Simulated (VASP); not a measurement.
# Be3ZnSe4 (Pmm2) in VASP: notebook

Be3ZnSe4 is run at these levels: PBE, r2SCAN; tasks: single point, relaxation of cell and atoms.

Everything below comes from runs of VASP 6.6.1. Logs are shortened: lines on timing, memory, paths and dates and some standing lists are left out, and cuts for length are marked.

### Step 1. The cell of the first run

Symmetry: Pmm2, No. 25, orthorhombic system. Conventional cell: a = 3.748 Å, b = 7.524 Å, c = 5.327 Å, α = 90.00°, β = 90.00°, γ = 90.00°. Within 3.0 Å of Be (site symmetry mm2) lie 4 Se at 2.23 to 2.28 Å. Be (site symmetry m) has 4 Se at 2.25 to 2.28 Å within 3.0 Å. Within 3.2 Å of Zn (site symmetry mm2) lie 4 Se at 2.43 to 2.45 Å. Within 3.0 Å of Se (site symmetry m) lie 3 Be at 2.23 to 2.26 Å and 1 Zn at 2.45 Å. Se (site symmetry mm2) has 2 Be at 2.25 Å and 2 Zn at 2.43 Å within 3.0 Å. Within 3.0 Å of Se (site symmetry mm2) lie 4 Be at 2.28 Å.

### Step 2. Single point, PBE

INCAR reads:

```
SYSTEM = Be3ZnSe4
ALGO     = Normal         ! electronic algorithm
EDIFF    = 1E-6           ! SCF threshold, eV
ENCUT    = 520            ! plane-wave cutoff, eV
GGA      = PE             ! functional
ISIF     = 2              ! what is computed and relaxed
ISMEAR   = 0              ! smearing method
LASPH    = .TRUE.         ! aspherical terms in the spheres
LCHARG   = .TRUE.         ! write CHGCAR
LELF     = .TRUE.         ! ELF
LREAL    = .FALSE.        ! projectors in reciprocal space
LVHAR    = .TRUE.       
LWAVE    = .FALSE.        ! write WAVECAR
NBANDS   = 31             ! bands
NELM     = 60             ! most SCF steps
PREC     = Accurate       ! precision mode
SIGMA    = 0.02           ! smearing width, eV
```

KPOINTS reads:

```
k-points
0
G
  6 4 4
  0 0 0
```

POSCAR reads:

```
Be3ZnSe4
1.0
    3.7476949000      0.0000000000      0.0000000000
    0.0000000000      7.5240339000      0.0000000000
    0.0000000000      0.0000000000      5.3274729000
Be Zn Se
3 1 4
Direct
    0.0000000000      0.5000000000      0.0030870000
    0.5000000000      0.7400880000      0.5001720000
    0.5000000000      0.2599120000      0.5001720000
    0.0000000000      0.0000000000      0.0006600000
    0.0000000000      0.2669960000      0.2628320000
    0.0000000000      0.7330040000      0.2628320000
    0.5000000000      0.0000000000      0.7099910000
    0.5000000000      0.5000000000      0.7602540000
```

Potentials or basis: VASP PAW PBE potentials, release 64 (Be, Zn, Se).

On the command line:

```
$ cat potpaw_PBE.64/Be/POTCAR potpaw_PBE.64/Zn/POTCAR potpaw_PBE.64/Se/POTCAR > POTCAR
$ mpirun -np 1 vasp_std > vasp.out
```

OUTCAR:

```text
SYSTEM = Be3ZnSe4
   EDIFF = 1E-6
   ENCUT = 520
   GGA = PE
   ISIF = 2
   ISMEAR = 0
   LASPH = .TRUE.
   LREAL = .FALSE.
   NELM = 60
   PREC = Accurate

 ion  position               nearest neighbor table
   1  0.000  0.500  0.003-   5 2.23   6 2.23   8 2.28   8 2.28
   2  0.500  0.740  0.500-   7 2.25   6 2.26   6 2.26   8 2.28
   3  0.500  0.260  0.500-   7 2.25   5 2.26   5 2.26   8 2.28
   4  0.000  0.000  0.001-   7 2.43   7 2.43   5 2.45   6 2.45
   5  0.000  0.267  0.263-   1 2.23   3 2.26   3 2.26   4 2.45
   6  0.000  0.733  0.263-   1 2.23   2 2.26   2 2.26   4 2.45
   7  0.500  0.000  0.710-   2 2.25   3 2.25   4 2.43   4 2.43
   8  0.500  0.500  0.760-   2 2.28   3 2.28   1 2.28   1 2.28

  LATTYP: Found a simple orthorhombic cell.
 ALAT       =     3.7476949000
 B/A-ratio  =     1.4215332470
 C/A-ratio  =     2.0076431248

  Lattice vectors:

 A1 = (  -3.7476949000,   0.0000000000,   0.0000000000)
 A2 = (   0.0000000000,   0.0000000000,   5.3274729000)
 A3 = (   0.0000000000,   7.5240339000,   0.0000000000)

Analysis of symmetry for initial positions (statically):
=====================================================================
 Subroutine PRICEL returns:
 Original cell was already a primitive cell.

 Routine SETGRP: Setting up the symmetry group for a
 simple orthorhombic supercell.

 Subroutine GETGRP returns: Found  4 space group operations
 (whereof  4 operations were pure point group operations)
 out of a pool of  8 trial point group operations.

The static configuration has the point symmetry C_2v.

Analysis of symmetry for dynamics (positions and initial velocities):
=====================================================================
 Subroutine PRICEL returns:
 Original cell was already a primitive cell.

 Routine SETGRP: Setting up the symmetry group for a
 simple orthorhombic supercell.

 Subroutine GETGRP returns: Found  4 space group operations
 (whereof  4 operations were pure point group operations)
 out of a pool of  8 trial point group operations.

The dynamic configuration has the point symmetry C_2v.

 Subroutine INISYM returns: Found  4 space group operations
 (whereof  4 operations are pure point group operations),
 and found     1 'primitive' translations

----------------------------------------------------------------------------------------

[... 108 lines left out ...]
   IBRION =     -1    ionic relax: 0-MD 1-quasi-New 2-CG
   NFREE  =      0    steps in history (QN), initial steepest desc. (CG)
   ISIF   =      2    stress and relaxation
   ISYM   =      2    0-nonsym 1-usesym 2-fastsym
   POTIM  = 0.5000    time-step for ionic-motion
   TEBEG  =    0.0;   TEEND  =   0.0 temperature during run
   PSTRESS=    0.0 pullay stress
   NELECT =      42.0000    total number of electrons
   NUPDOWN=      -1.0000    fix difference up-down
   EMIN   =  10.00;   EMAX   =-10.00  energy-range for DOS
   EFERMI =   0.00;   METHOD = LEGACY
   ISMEAR =     0;   SIGMA  =   0.02  broadening in eV -4-tet -1-fermi 0-gaus
   EFERMI_NEDOS =   21; number of points for ismear=-14 and -15
   IALGO  =     38    algorithm
   IMIX   =      4    mixing-type and parameters
     AMIX     =   0.40;   BMIX     =  1.00
     AMIX_MAG =   1.60;   BMIX_MAG =  1.00
  volume/ion in A,a.u.               =      18.78       126.72
  Fermi-wavevector in a.u.,A,eV,Ry     =   1.070482  2.022917 15.591334  1.145931
  Thomas-Fermi vector in A             =   2.206193
   LORBIT       =      0    0 simple, 1 ext, 2 COOP (PROOUT), +10 PAW based schemes
   GGA     = PE    functional components
   LHFCALC =     F    Hartree Fock is set to
   AEXX    =    0.0000 exact exchange contribution
   IVDW    =     0    specifies the selected vdW correction
   LEPSILON=     F    determine dielectric tensor
   LRPA    =     F    only Hartree local field effects (RPA)
 non-spin polarized calculation
 Gauss-broadening in eV      SIGMA  =   0.02
  energy-cutoff  :      520.00
  volume of cell :      150.22
 maximum number of plane-waves:      4072
 NGX is ok and might be reduce to    28
   NGX = 13   NGY = 27   NGZ = 19

 number of electron      42.0000030 magnetization

 Free energy of the ion-electron system (eV)
  ---------------------------------------------------
  ext. energy  EPLUGINS =         0.00000000
  ---------------------------------------------------
  free energy    TOTEN  =       -32.43970558 eV

  energy without entropy =      -32.43970558  energy(sigma->0) =      -32.43970558

 E-fermi :   2.9667     XC(G=0):  -9.3420

 val. band max:        2.8189646794   @ k =   0.0000   0.0000   0.0000
 cond. band min:       5.3383165632   @ k =   0.0000   0.0000   0.0000
 fundamental gap:      2.5193518838
 Fermi energy:         2.9666992152

 k-point     1 :       0.0000    0.0000    0.0000
  band No.  band energies     occupation
      1     -10.8504      2.00000
      2      -9.7484      2.00000
      3      -9.7416      2.00000
      4      -9.3038      2.00000
      5      -3.6162      2.00000
      6      -3.5988      2.00000
[... 805 lines left out ...]
     30      10.0539      0.00000
     31      10.1738      0.00000

 [... further k-points ...]

------------------------ aborting loop because EDIFF is reached ----------------------------------------

  FORCE on cell =-STRESS in cart. coord.  units (eV):
  Direction    XX          YY          ZZ          XY          YZ          ZX
  --------------------------------------------------------------------------------------
  -------------------------------------------------------------------------------------
  Total        0.1729930      0.1669430      0.1726538      0.0000000      0.0000000      0.0000000
  in kB        1.8450277      1.7805023      1.8414103      0.0000000      0.0000000      0.0000000
  external PRESSURE =       1.8223134 kB  Pullay stress =       0.0000000 kB

 VOLUME and BASIS-vectors are now :
 -----------------------------------------------------------------------------
  energy-cutoff  :      520.00
  volume of cell :      150.22
      direct lattice vectors                 reciprocal lattice vectors
     3.747694900  0.000000000  0.000000000     0.266830686  0.000000000  0.000000000
     0.000000000  7.524033900  0.000000000     0.000000000  0.132907429  0.000000000
     0.000000000  0.000000000  5.327472900     0.000000000  0.000000000  0.187706258

 POSITION                                       TOTAL-FORCE (eV/Angst)
 -----------------------------------------------------------------------------------
      0.00000      3.76202      0.01645        -0.000000      0.000000     -0.007198
      1.87385      5.56845      2.66465        -0.000000      0.003954      0.001441
      1.87385      1.95559      2.66465        -0.000000     -0.003954      0.001441
      0.00000      0.00000      0.00352        -0.000000      0.000000      0.007730
      0.00000      2.00889      1.40023         0.000000      0.008153      0.006673
      0.00000      5.51515      1.40023        -0.000000     -0.008153      0.006673
      1.87385      0.00000      3.78246        -0.000000      0.000000     -0.019456
      1.87385      3.76202      4.05023        -0.000000      0.000000      0.002696
 -----------------------------------------------------------------------------------
    total drift:                               -0.000000     -0.000000     -0.000477

  FREE ENERGIE OF THE ION-ELECTRON SYSTEM (eV)
  ---------------------------------------------------
  free  energy   TOTEN  =       -32.4397055826 eV

  energy  without entropy=      -32.4397055826  energy(sigma->0) =      -32.43970558
```

OSZICAR:

```text
N       E                     dE             d eps       ncg     rms          rms(c)
DAV:   1     0.252315028730E+03    0.25232E+03   -0.17696E+04  2232   0.127E+03
DAV:   2    -0.367241665286E+01   -0.25599E+03   -0.24096E+03  2352   0.274E+02
DAV:   3    -0.324671853535E+02   -0.28795E+02   -0.28411E+02  2770   0.960E+01
DAV:   4    -0.332046634879E+02   -0.73748E+00   -0.73575E+00  2891   0.157E+01
DAV:   5    -0.332113271391E+02   -0.66637E-02   -0.66625E-02  2745   0.152E+00    0.733E+00
DAV:   6    -0.325298658824E+02    0.68146E+00   -0.11839E+00  3123   0.349E+01    0.522E+00
DAV:   7    -0.324320762971E+02    0.97790E-01   -0.99890E-01  2782   0.511E+00    0.180E+00
DAV:   8    -0.324377112329E+02   -0.56349E-02   -0.43715E-02  2820   0.144E+00    0.581E-01
DAV:   9    -0.324391871125E+02   -0.14759E-02   -0.92035E-03  2801   0.843E-01    0.144E-01
DAV:  10    -0.324394814029E+02   -0.29429E-03   -0.14914E-03  2964   0.546E-01    0.714E-02
DAV:  11    -0.324396597540E+02   -0.17835E-03   -0.50316E-04  2704   0.199E-01    0.249E-02
DAV:  12    -0.324396910937E+02   -0.31340E-04   -0.55952E-05  2818   0.553E-02    0.134E-02
DAV:  13    -0.324397056144E+02   -0.14521E-04   -0.25997E-05  2610   0.316E-02    0.442E-03
DAV:  14    -0.324397055826E+02    0.31747E-07   -0.41671E-06  2921   0.243E-02
   1 F= -.32439706E+02 E0= -.32439706E+02  d E =-.237054E-27
```

It took 88 s on 1 thread of AMD EPYC 9R45 (Zen 5), shared host; peak memory 0.3 GiB.

What came out:

* Free energy: -32.4397 eV
* Pressure: 0.2 GPa
* Largest force: 0.019 eV/Å
* Band gap on the k mesh: 2.52 eV

Forces in eV/Å, atoms in the order of the input:
```
Be   0.000  0.000 -0.007
Be   0.000  0.004  0.001
Be   0.000 -0.004  0.001
Zn   0.000  0.000  0.008
Se   0.000  0.008  0.007
Se   0.000 -0.008  0.007
Se   0.000  0.000 -0.019
Se   0.000  0.000  0.003
```

### Step 3. Single point, PBE

INCAR reads:

```
PREC     = Accurate       # precision mode
ENCUT    = 520            # plane-wave cutoff, eV
EDIFF    = 1E-7           # SCF threshold, eV
ISMEAR   = 0              # smearing method
SIGMA    = 0.02           # smearing width, eV
LREAL    = F              # projectors in reciprocal space
LASPH    = T              # aspherical terms in the spheres
NELM     = 100            # most SCF steps
ALGO     = Normal         # electronic algorithm
ISIF     = 2              # what is computed and relaxed
LWAVE    = F              # write WAVECAR
LCHARG   = F              # write CHGCAR
GGA      = PE             # functional
NBANDS   = 31             # bands
```

KPOINTS reads:

```
Automatic mesh
0
Gamma
  6 4 4
```

POSCAR is that of step 2.

Potentials or basis: VASP PAW PBE potentials, release 64 (Be, Zn, Se).

On the command line:

```
$ cat potpaw_PBE.64/Be/POTCAR potpaw_PBE.64/Zn/POTCAR potpaw_PBE.64/Se/POTCAR > POTCAR
$ mpirun -np 1 vasp_std > vasp.out
```

Wall time 94 s (1 thread of AMD EPYC 9R45 (Zen 5), shared host); peak memory 0.3 GiB.

The run converged. Its results:

* Free energy: -32.4397 eV
* Pressure: 0.2 GPa
* Largest force: 0.019 eV/Å
* Band gap on the k mesh: 2.52 eV

Forces in eV/Å, atoms in the order of the input:
```
Be   0.000  0.000 -0.007
Be   0.000  0.004  0.001
Be   0.000 -0.004  0.001
Zn   0.000  0.000  0.008
Se   0.000  0.008  0.007
Se   0.000 -0.008  0.007
Se   0.000  0.000 -0.019
Se   0.000  0.000  0.003
```

Levels at points of the mesh, in eV from the valence-band top:
```csv
k point,band 17,band 18,band 19,band 20,band 21,band 22,band 23,band 24,band 25,band 26
"(0.00, 0.00, 0.00)",-1.45,-1.00,-0.24,-0.12,0.00,2.52,3.01,3.85,4.52,4.61
"(0.50, 0.00, 0.00)",-2.67,-2.41,-2.38,-1.49,-0.90,2.57,2.63,3.24,4.23,4.49
"(0.00, 0.50, 0.00)",-2.04,-1.36,-1.12,-0.60,-0.02,3.32,3.82,4.28,4.29,5.02
"(0.50, 0.50, 0.00)",-2.62,-2.56,-2.34,-2.28,-1.90,3.74,3.86,3.97,4.15,4.36
"(0.00, 0.00, 0.50)",-1.47,-1.41,-1.11,-1.04,-0.52,3.15,3.40,3.79,3.98,5.02
"(0.50, 0.00, 0.50)",-3.13,-1.42,-1.15,-1.11,-0.83,3.18,3.69,5.43,5.70,5.77
"(0.00, 0.50, 0.50)",-1.62,-1.62,-1.46,-1.03,-0.58,3.98,4.00,4.37,4.40,5.27
"(0.50, 0.50, 0.50)",-2.75,-1.87,-1.82,-1.78,-1.76,4.44,4.91,5.06,5.30,5.30
```

A k mesh can miss the band edges.

(Part 1 of 2 ends here.)
